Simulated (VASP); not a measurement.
# Rb (P6_3/mmc) in VASP: further runs

The runs below take Rb through relaxation of shape and atoms at fixed volume, with PBE.

All numbers are computed with VASP 6.6.1; they aren't measurements. Logs are shortened: lines on timing, memory, paths and dates and some standing lists are left out, and cuts for length are marked.

## (1) The cell of the first run

It takes space group P6_3/mmc (No. 194, hexagonal). The conventional cell has a = 4.434 Å, b = 4.434 Å, c = 7.315 Å, α = 90.00°, β = 90.00°, γ = 120.00°. Within 5.8 Å of Rb (site symmetry -6m2) lie 12 Rb at 4.43 to 4.46 Å.

This isn't the form of Rb at room conditions, which is bcc.

## (2) Relaxation of shape and atoms at fixed volume, PBE

The input, INCAR:

```
SYSTEM = Rb
PREC     = Accurate       ! precision mode
ENCUT    = 600            ! plane-wave cutoff, eV
EDIFF    = 1E-6           ! SCF threshold, eV
ISMEAR   = -1             ! smearing method
SIGMA    = 0.08           ! smearing width, eV
LREAL    = .FALSE.        ! projectors in reciprocal space
LASPH    = .TRUE.         ! aspherical terms in the spheres
NELM     = 100            ! most SCF steps
ALGO     = Normal         ! electronic algorithm
ISIF     = 4              ! what is computed and relaxed
LWAVE    = .FALSE.        ! write WAVECAR
LCHARG   = .FALSE.        ! write CHGCAR
GGA      = PE             ! functional
IBRION   = 2              ! ionic algorithm
NSW      = 50             ! ionic steps
EDIFFG   = -0.005         ! ionic threshold
```

The input, KPOINTS:

```
regular mesh
0
G
  9 9 5
  0 0 0
```

The input, POSCAR:

```
Rb
1.0
    4.4337079124      0.0000000000      0.0000000000
   -2.2168539562      3.8397036851      0.0000000000
    0.0000000000      0.0000000000      7.3150552882
Rb
2
Direct
    0.3333333333      0.6666666667      0.2500000000
    0.6666666667      0.3333333333      0.7500000000
```

Potentials or basis: VASP PAW PBE potentials, release 64 (Rb_sv).

Launch:

```
$ cat potpaw_PBE.64/Rb_sv/POTCAR > POTCAR
$ mpirun -np 1 vasp_std > vasp.out
```

OUTCAR:

```text
SYSTEM = Rb
   PREC = Accurate
   ENCUT = 600
   EDIFF = 1E-6
   ISMEAR = -1
   LREAL = .FALSE.
   LASPH = .TRUE.
   NELM = 100
   ISIF = 4
   GGA = PE
   IBRION = 2
   NSW = 50
   EDIFFG = -0.005

 ion  position               nearest neighbor table
   1  0.333  0.667  0.250-   2 4.46   2 4.46   2 4.46   2 4.46   2 4.46   2 4.46
   2  0.667  0.333  0.750-   1 4.46   1 4.46   1 4.46   1 4.46   1 4.46   1 4.46

  LATTYP: Found a hexagonal cell.
 ALAT       =     4.4337079124
 C/A-ratio  =     1.6498730707

  Lattice vectors:

 A1 = (   4.4337079124,   0.0000000000,   0.0000000000)
 A2 = (  -2.2168539562,   3.8397036851,   0.0000000000)
 A3 = (   0.0000000000,   0.0000000000,   7.3150552882)

Analysis of symmetry for initial positions (statically):
=====================================================================
 Subroutine PRICEL returns:
 Original cell was already a primitive cell.

 Routine SETGRP: Setting up the symmetry group for a
 hexagonal supercell.

 Subroutine GETGRP returns: Found 24 space group operations
 (whereof 12 operations were pure point group operations)
 out of a pool of 24 trial point group operations.

The static configuration has the point symmetry D_3d.
 The point group associated with its full space group is D_6h.

Analysis of symmetry for dynamics (positions and initial velocities):
=====================================================================
 Subroutine PRICEL returns:
 Original cell was already a primitive cell.

 Routine SETGRP: Setting up the symmetry group for a
 hexagonal supercell.

 Subroutine GETGRP returns: Found 24 space group operations
 (whereof 12 operations were pure point group operations)
 out of a pool of 24 trial point group operations.

The dynamic configuration has the point symmetry D_3d.
 The point group associated with its full space group is D_6h.

 Subroutine INISYM returns: Found 24 space group operations
 (whereof 12 operations are pure point group operations),
 and found     1 'primitive' translations

----------------------------------------------------------------------------------------

                                     Primitive cell

  volume of cell :     124.5324

  direct lattice vectors                    reciprocal lattice vectors
     4.433707912  0.000000000  0.000000000     0.225544853  0.130218382  0.000000000
    -2.216853956  3.839703685  0.000000000     0.000000000  0.260436763  0.000000000
     0.000000000  0.000000000  7.315055288     0.000000000  0.000000000  0.136704367

  length of vectors
     4.433707912  4.433707912  7.315055288     0.260436763  0.260436763  0.136704367

  position of ions in fractional coordinates (direct lattice)
     0.333333333  0.666666667  0.250000000
     0.666666667  0.333333333  0.750000000

  ion indices of the primitive-cell ions
   primitive index   ion index
                 1           1
                 2           2

----------------------------------------------------------------------------------------

 KPOINTS: regular mesh

Automatic generation of k-mesh.
 Grid dimensions read from file:
 generate k-points for:    9    9    5

 Generating k-lattice:

  Cartesian coordinates                     Fractional coordinates (reciprocal lattice)
     0.025060539  0.014468709  0.000000000     0.111111111  0.000000000  0.000000000
     0.000000000  0.028937418  0.000000000     0.000000000  0.111111111  0.000000000
     0.000000000  0.000000000  0.027340873     0.000000000  0.000000000  0.200000000

  Length of vectors
     0.028937418  0.028937418  0.027340873

  Shift w.r.t. Gamma in fractional coordinates (k-lattice)
     0.000000000  0.000000000  0.000000000

 Subroutine IBZKPT returns following result:
 ===========================================

 Found     36 irreducible k-points:

 Following reciprocal coordinates:
            Coordinates               Weight
  0.000000  0.000000  0.000000      1.000000
  0.111111 -0.000000  0.000000      6.000000
  0.222222  0.000000  0.000000      6.000000
  0.333333  0.000000  0.000000      6.000000
  0.444444  0.000000  0.000000      6.000000
  0.111111  0.111111  0.000000      6.000000
[... 16 lines left out ...]
  0.333333  0.222222  0.200000     24.000000
  0.333333  0.333333  0.200000      4.000000
 [... further k-points ...]
   k-points           NKPTS =     36   k-points in BZ     NKDIM =     36   number of bands    NBANDS=     13
   number of dos      NEDOS =    301   number of ions     NIONS =      2
   total plane-waves  NPLWV =  77760
   dimension x,y,z NGX =    36 NGY =   36 NGZ =   60
   dimension x,y,z NGXF=    72 NGYF=   72 NGZF=  120
   ions per type =               2
   NGX,Y,Z   is equivalent  to a cutoff of  13.50, 13.50, 13.64 a.u.
   NGXF,Y,Z  is equivalent  to a cutoff of  27.00, 27.00, 27.27 a.u.
 SYSTEM =  Rb
   PREC   = accura    normal or accurate (medium, high low for compatibility)
   ISTART =      0    job   : 0-new  1-cont  2-samecut
   ICHARG =      2    charge: 1-file 2-atom 10-const
   ISPIN  =      1    spin polarized calculation?
   LNONCOLLINEAR =      F non collinear calculations
   LSORBIT =      F    spin-orbit coupling
   LASPH  =      T    aspherical Exc in radial PAW
   ENCUT  =  600.0 eV  44.10 Ry    6.64 a.u.   8.86  8.86 14.61*2*pi/ulx,y,z
   NELM   =    100;   NELMIN=  2; NELMDL= -5     # of ELM steps
   EDIFF  = 0.1E-05   stopping-criterion for ELM
   LREAL  =      F    real-space projection
   EDIFFG = -.5E-02   stopping-criterion for IOM
   NSW    =     50    number of steps for IOM
   IBRION =      2    ionic relax: 0-MD 1-quasi-New 2-CG
   NFREE  =      1    steps in history (QN), initial steepest desc. (CG)
   ISIF   =      4    stress and relaxation
   ISYM   =      2    0-nonsym 1-usesym 2-fastsym
   POTIM  = 0.5000    time-step for ionic-motion
   TEBEG  =    0.0;   TEEND  =   0.0 temperature during run
   PSTRESS=    0.0 pullay stress
   NELECT =      18.0000    total number of electrons
   NUPDOWN=      -1.0000    fix difference up-down
   EMIN   =  10.00;   EMAX   =-10.00  energy-range for DOS
   EFERMI =   0.00;   METHOD = LEGACY
   ISMEAR =    -1;   SIGMA  =   0.08  broadening in eV -4-tet -1-fermi 0-gaus
   EFERMI_NEDOS =   21; number of points for ismear=-14 and -15
   IALGO  =     38    algorithm
   IMIX   =      4    mixing-type and parameters
     AMIX     =   0.40;   BMIX     =  1.00
     AMIX_MAG =   1.60;   BMIX_MAG =  1.00
  volume/ion in A,a.u.               =      62.27       420.19
  Fermi-wavevector in a.u.,A,eV,Ry     =   0.859155  1.623568 10.043104  0.738147
  Thomas-Fermi vector in A             =   1.976467
   LORBIT       =      0    0 simple, 1 ext, 2 COOP (PROOUT), +10 PAW based schemes
   GGA     = PE    functional components
   LHFCALC =     F    Hartree Fock is set to
   AEXX    =    0.0000 exact exchange contribution
   IVDW    =     0    specifies the selected vdW correction
   LEPSILON=     F    determine dielectric tensor
   LRPA    =     F    only Hartree local field effects (RPA)
 conjugate gradient relaxation of ions
 non-spin polarized calculation
  energy-cutoff  :      600.00
  volume of cell :      124.53
 maximum number of plane-waves:      4188
 NGX is ok and might be reduce to    36
   NGX = 17   NGY = 17   NGZ = 29

 number of electron      18.0000000 magnetization

 Free energy of the ion-electron system (eV)
  ---------------------------------------------------
  ext. energy  EPLUGINS =         0.00000000
  ---------------------------------------------------
  free energy    TOTEN  =        -1.60642768 eV

  energy without entropy =       -1.57503768  energy(sigma->0) =       -1.59073268

 E-fermi :   1.0894     XC(G=0):  -6.4746

 val. band max:        1.0746166706   @ k =   0.4444   0.0000   0.4000
 cond. band min:       1.1384893370   @ k =   0.2222   0.0000   0.2000
 fundamental gap:      0.0638726664
 Fermi energy:         1.0893788529

 k-point     1 :       0.0000    0.0000    0.0000
  band No.  band energies     occupation
      1     -27.7439      2.00000
      2     -27.7224      2.00000
      3     -12.0304      2.00000
      4     -11.7430      2.00000
      5     -11.7430      2.00000
      6     -11.7066      2.00000
      7     -11.7035      2.00000
      8     -11.7035      2.00000
      9      -1.4422      2.00000
     10       1.0531      1.22304
     11       2.0483      0.00001
     12       4.8169      0.00000
     13       4.8190      0.00000

 k-point     2 :       0.1111   -0.0000    0.0000
  band No.  band energies     occupation
      1     -27.7415      2.00000
      2     -27.7212      2.00000
      3     -12.0170      2.00000
      4     -11.7740      2.00000
      5     -11.7524      2.00000
      6     -11.7357      2.00000
      7     -11.7108      2.00000
      8     -11.7081      2.00000
      9      -1.2636      2.00000
     10       1.2425      0.25705
     11       2.0392      0.00001
     12       4.2037      0.00000
     13       4.9135      0.00000

 k-point     3 :       0.2222    0.0000    0.0000
  band No.  band energies     occupation
      1     -27.7353      2.00000
      2     -27.7182      2.00000
      3     -11.9807      2.00000
      4     -11.8530      2.00000
      5     -11.8135      2.00000
      6     -11.7751      2.00000
      7     -11.7242      2.00000
      8     -11.7207      2.00000
      9      -0.7596      2.00000
     10       1.7451      0.00055
     11       2.0307      0.00002
     12       3.3955      0.00000
     13       4.2453      0.00000
[... 305 lines left out ...]
 k-point    23 :       0.3333    0.2222    0.2000
  band No.  band energies     occupation
      1     -27.7185      2.00000
      2     -27.7146      2.00000
      3     -11.9762      2.00000
      4     -11.9469      2.00000
      5     -11.8823      2.00000
      6     -11.8351      2.00000
      7     -11.8146      2.00000
      8     -11.7732      2.00000
      9       1.3107      0.11835
     10       1.9800      0.00003
     11       2.2700      0.00000
     12       2.5578      0.00000
     13       3.3126      0.00000

 k-point    24 :       0.3333    0.3333    0.2000
  band No.  band energies     occupation
      1     -27.7156      2.00000
      2     -27.7156      2.00000
      3     -11.9414      2.00000
      4     -11.9313      2.00000
      5     -11.9313      2.00000
      6     -11.8632      2.00000
      7     -11.7971      2.00000
      8     -11.7971      2.00000
      9       1.9517      0.00004
     10       2.0966      0.00001
     11       2.0966      0.00001
     12       2.3318      0.00000
     13       3.3010      0.00000

 [... further k-points ...]
[... 5 lines left out ...]
  --------------------------------------------------------------------------------------
  -------------------------------------------------------------------------------------
  Total        1.6595899      1.6595899      1.6596990      0.0000000     -0.0000000      0.0000000
  in kB       21.3515278     21.3515278     21.3529315      0.0000000     -0.0000000      0.0000000
  external PRESSURE =      21.3519957 kB  Pullay stress =       0.0000000 kB

 VOLUME and BASIS-vectors are now :
 -----------------------------------------------------------------------------
  energy-cutoff  :      600.00
  volume of cell :      124.53
      direct lattice vectors                 reciprocal lattice vectors
     4.433707912  0.000000000  0.000000000     0.225544853  0.130218382  0.000000000
    -2.216853956  3.839703685  0.000000000     0.000000000  0.260436763  0.000000000
     0.000000000  0.000000000  7.315055288     0.000000000  0.000000000  0.136704367

 POSITION                                       TOTAL-FORCE (eV/Angst)
 -----------------------------------------------------------------------------------
     -0.00000      2.55980      1.82876        -0.000000      0.000000      0.000000
      2.21685      1.27990      5.48629         0.000000     -0.000000      0.000000
 -----------------------------------------------------------------------------------
    total drift:                               -0.000000      0.000000     -0.000000

  FREE ENERGIE OF THE ION-ELECTRON SYSTEM (eV)
  ---------------------------------------------------
  free  energy   TOTEN  =        -1.6064276754 eV

  energy  without entropy=       -1.5750376775  energy(sigma->0) =       -1.59073268

 reached required accuracy - stopping structural energy minimisation
```

Wall time 80 s (1 thread of Intel Xeon 8259CL, shared host); peak memory 0.27 GiB.

What came out:

```
Free energy             : -1.6064 eV
Pressure after relaxing : 2.1 GPa
Band gap on the k mesh  : zero (bands 9 and 10 overlap by 2.22 eV)
```

Final structure:
```yaml
crystal:
  lattice:
    - [4.43371, 0.00000, 0.00000]
    - [-2.21685, 3.83970, 0.00000]
    - [0.00000, 0.00000, 7.31506]
  atoms:
    - { symbol: Rb, position: [0.33333, 0.66667, 0.25000] }
    - { symbol: Rb, position: [0.66667, 0.33333, 0.75000] }
```

Levels at points of the mesh, in eV from the Fermi level:
| k point | band 5 | band 6 | band 7 | band 8 | band 9 | band 10 | band 11 | band 12 | band 13 |
| --- | --- | --- | --- | --- | --- | --- | --- | --- | --- |
| (0.00, 0.00, 0.00) | -12.83 | -12.80 | -12.79 | -12.79 | -2.53 | -0.04 | 0.96 | 3.73 | 3.73 |

Caveat: the relaxation stopped at its first step, so nothing moved.

## (3) Relaxation of shape and atoms at fixed volume, PBE

This run uses another cell than the first one, of 69.59 Å³/atom.

The input, INCAR:

```
SYSTEM = Rb
ALGO = Normal
EDIFF = 1E-7
EDIFFG = -0.005
ENCUT = 600
GGA = PE
IBRION = 2
ISIF = 4
ISMEAR = -1
LASPH = .True.
LCHARG = .False.
LREAL = .False.
LWAVE = .False.
NELM = 100
NSW = 50
PREC = Accurate
SIGMA = 0.08
```

The input, KPOINTS:

```
k-points
0
Gamma
  9 9 5
  0 0 0
```

The input, POSCAR:

```
Rb
1.0
    4.6011738063      0.0000000000      0.0000000000
   -2.3005869031      3.9847334035      0.0000000000
    0.0000000000      0.0000000000      7.5913527567
Rb
2
Direct
    0.3333333333      0.6666666667      0.2500000000
    0.6666666667      0.3333333333      0.7500000000
```

Potentials or basis: VASP PAW PBE potentials, release 64 (Rb_sv).

Launch:

```
$ cat potpaw_PBE.64/Rb_sv/POTCAR > POTCAR
$ mpirun -np 1 vasp_std > vasp.out
```

Wall time 2.3 min (1 thread of Intel Xeon 8259CL, shared host); peak memory 0.32 GiB.

The run converged. Its results:

```yaml
Free_energy: -1.7581 eV
Pressure_after_relaxing: 1.2 GPa
Band_gap_on_the_k_mesh: zero (bands 9 and 10 overlap by 2.17 eV)
```

Final structure:
```cif
data_structure
_symmetry_space_group_name_H-M 'P 1'
_symmetry_Int_Tables_number 1
_cell_length_a 4.6012
_cell_length_b 4.6012
_cell_length_c 7.5914
_cell_angle_alpha 90.000
_cell_angle_beta 90.000
_cell_angle_gamma 120.000
_cell_volume 139.18
loop_
_atom_site_label
_atom_site_type_symbol
_atom_site_fract_x
_atom_site_fract_y
_atom_site_fract_z
_atom_site_occupancy
Rb1 Rb 0.33333 0.66667 0.25000 1
Rb2 Rb 0.66667 0.33333 0.75000 1
```

Levels at points of the mesh, in eV from the Fermi level:
```csv
k point,band 7,band 8,band 9,band 10,band 11,band 12
"(0.00, 0.00, 0.00)",-12.82,-12.82,-2.37,0.02,0.82,3.67
```

Caveat: the relaxation stopped at its first step, so nothing moved.

## (4) Relaxation of shape and atoms at fixed volume, PBE

This run uses another cell than the first one, of 76.92 Å³/atom.

The input, INCAR:

```
SYSTEM = Rb
PREC = Accurate ; ENCUT = 600
EDIFF = 1E-6 ; ISMEAR = -1
SIGMA = 0.08 ; LREAL = .False.
LASPH = .True. ; NELM = 100
ALGO = Normal ; ISIF = 4
LWAVE = .False. ; LCHARG = .False.
GGA = PE ; IBRION = 2
NSW = 50 ; EDIFFG = -0.005
```

The input, KPOINTS:

```
Automatic mesh
0
Gamma
  9 9 5
  0 0 0
```

The input, POSCAR:

```
Rb
1.0
    4.7572634577      0.0000000000      0.0000000000
   -2.3786317288      4.1199110068      0.0000000000
    0.0000000000      0.0000000000      7.8488808692
Rb
2
Direct
    0.3333333333      0.6666666667      0.2500000000
    0.6666666667      0.3333333333      0.7500000000
```

Launch:

```
$ cat potpaw_PBE.64/Rb_sv/POTCAR > POTCAR
$ mpirun -np 1 vasp_std > vasp.out
```

Run time: 1.8 min. Hardware: 1 thread of Intel Xeon 8259CL, shared host; peak memory 0.34 GiB.

The run converged. Its results:

```yaml
Free_energy: -1.8432 eV
Pressure_after_relaxing: 0.7 GPa
Band_gap_on_the_k_mesh: zero (bands 9 and 10 overlap by 2.11 eV)
```

Final structure:
```
Rb
1.0
     4.75726    0.00000    0.00000
    -2.37863    4.11991    0.00000
     0.00000    0.00000    7.84888
Rb
2
Direct
  0.33333 0.66667 0.25000
  0.66667 0.33333 0.75000
```

Levels at points of the mesh, in eV from the Fermi level:
| k point | band 5 | band 6 | band 7 | band 8 | band 9 | band 10 | band 11 | band 12 | band 13 |
| --- | --- | --- | --- | --- | --- | --- | --- | --- | --- |
| (0.00, 0.00, 0.00) | -12.88 | -12.86 | -12.86 | -12.86 | -2.22 | 0.06 | 0.73 | 3.61 | 3.61 |

Caveat: the relaxation stopped at its first step, so nothing moved.

## (5) Relaxation of shape and atoms at fixed volume, PBE

This run uses another cell than the first one, of 84.24 Å³/atom.

The input, INCAR:

```
  PREC = Accurate
  ENCUT = 600
  EDIFF = 1E-6
  ISMEAR = -1
  SIGMA = 0.08
  LREAL = F
  LASPH = T
  NELM = 60
  ALGO = Normal
  ISIF = 4
  LWAVE = F
  LCHARG = F
  GGA = PE
  IBRION = 2
  NSW = 50
  EDIFFG = -0.005
```

The input, KPOINTS:

```
regular mesh
0
Gamma
  9 9 5
```

The input, POSCAR:

```
Rb
1.0
    4.9037318885      0.0000000000      0.0000000000
   -2.4518659442      4.2467563888      0.0000000000
    0.0000000000      0.0000000000      8.0905351890
Rb
2
Direct
    0.3333333333      0.6666666667      0.2500000000
    0.6666666667      0.3333333333      0.7500000000
```

Launch:

```
$ cat potpaw_PBE.64/Rb_sv/POTCAR > POTCAR
$ mpirun -np 1 vasp_std > vasp.out
```

Run time: 95 s. Hardware: 1 thread of Intel Xeon 8259CL, shared host; peak memory 0.34 GiB.

The run converged. Its results:

| Property | Result |
| --- | --- |
| Free energy | -1.8841 eV |
| Pressure after relaxing | 0.3 GPa |
| Band gap on the k mesh | zero (bands 9 and 10 overlap by 2.05 eV) |

Final structure:
```
Rb
1.0
     4.90373    0.00000    0.00000
    -2.45187    4.24676    0.00000
     0.00000    0.00000    8.09054
Rb
2
Direct
  0.33333 0.66667 0.25000
  0.66667 0.33333 0.75000
```

Levels at points of the mesh, in eV from the Fermi level:
| k point | band 6 | band 7 | band 8 | band 9 | band 10 | band 11 | band 12 | band 13 |
| --- | --- | --- | --- | --- | --- | --- | --- | --- |
| (0.00, 0.00, 0.00) | -12.90 | -12.90 | -12.90 | -2.09 | 0.08 | 0.67 | 3.54 | 3.55 |

Caveat: the relaxation stopped at its first step, so nothing moved.

## (6) Summary

| cell | gap on the mesh (eV) | pressure (GPa) |
| --- | --- | --- |
| relaxed from a = 4.434, b = 4.434, c = 7.315 Å, angles 90.0, 90.0, 120.0°, 2 atoms | none | 2.1 |
| relaxed from a = 4.601, b = 4.601, c = 7.591 Å, angles 90.0, 90.0, 120.0°, 2 atoms | none | 1.2 |
| relaxed from a = 4.757, b = 4.757, c = 7.849 Å, angles 90.0, 90.0, 120.0°, 2 atoms | none | 0.7 |
| relaxed from a = 4.904, b = 4.904, c = 8.091 Å, angles 90.0, 90.0, 120.0°, 2 atoms | none | 0.3 |

Alike in all rows: task relaxation of shape and atoms at fixed volume; level PBE; potentials or basis VASP PAW PBE potentials, release 64 (Rb_sv); no spin polarisation; k mesh 9 × 9 × 5; cutoff (eV) 600; smearing fermi-dirac 0.08 eV.

Caveats: the relaxation stopped at its first step, so nothing moved.

Total energies depend on the potentials used, so only differences within one code and one set of settings carry meaning.
